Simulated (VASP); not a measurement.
Crystal: Si2Ni.

```
Si Ni
1.0
     0.00000    2.62089    2.62089
     2.62089    0.00000    2.62089
     2.62089    2.62089    0.00000
Si Ni
2 1
Direct
  0.25000 0.25000 0.25000
  0.75000 0.75000 0.75000
  0.00000 0.00000 0.00000
```

Base run:

```yaml
Program: VASP 6.6.1
Functional: LDA
Potentials_or_basis: VASP PAW LDA potentials, release 64 (Si, Ni)
Cutoff: 520 eV
k_mesh: 14 × 14 × 14
Occupations: gaussian, width 0.15 eV
Spin: collinear spin, ferromagnetic start
Starting_moments: "[0.0, 0.0, 0.25] μB"
Fixed_moment: 0.25 μB
```

Its results: pressure 12.2 GPa; site moments Si +0.03; Ni +0.13 μB.

**Question.** The run is repeated on the same cell with these changes: fixed moment from 0.25 μB to 0.75 μB; moments at the start from [0.0, 0.0, 0.25] to [0.0, 0.0, 0.75]. What comes out?

**Answer.** Pressure 15.4 GPa; site moments Si +0.10; Ni +0.35 μB.

Caveats: the cell stands under pressure; the total moment is fixed, so each spin has its own Fermi level.
